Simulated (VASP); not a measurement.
Runs of VASP 6.6.1 on BeZn3Se4. The structure is that of space group I-42m (No. 121), or close to it. The cells are those of the table. 

| task | cell | cutoff (eV) | gap on the mesh (eV) | pressure (GPa) | largest force (eV/Å) |
| --- | --- | --- | --- | --- | --- |
| single point | a = 6.972 Å, angles 131.7, 131.7, 70.7°, 8 atoms | 520 | 1.49 | (a) | 0.01 |
| relaxation of shape and atoms at fixed volume | relaxed from a = 6.768 Å, angles 131.7, 131.7, 70.7°, 8 atoms | 600 | 1.88 | 2.2 | - |
| single point | a = 6.905 Å, angles 131.7, 131.7, 70.7°, 8 atoms | 520 | 1.62 | -1.5 | 0.01 |
| relaxation of shape and atoms at fixed volume | relaxed from a = 6.697 Å, angles 131.7, 131.7, 70.7°, 8 atoms | 600 | 2.03 | 4.6 | - |
| relaxation of shape and atoms at fixed volume | relaxed from a = 6.905 Å, angles 131.7, 131.7, 70.7°, 8 atoms | 600 | 1.62 | -1.5 | 0.01 |

Alike in all rows: level PBE; potentials or basis VASP PAW PBE potentials, release 64 (Be, Zn, Se); no spin polarisation; k mesh 8 × 8 × 8; smearing gaussian 0.02 eV.

Estimate the missing entries.

(a) -2.9.

Caveats: the relaxation stopped at its first step, so nothing moved (at least some runs).

A k mesh can miss the band edges, and the runs leave out spin-orbit coupling on Se.
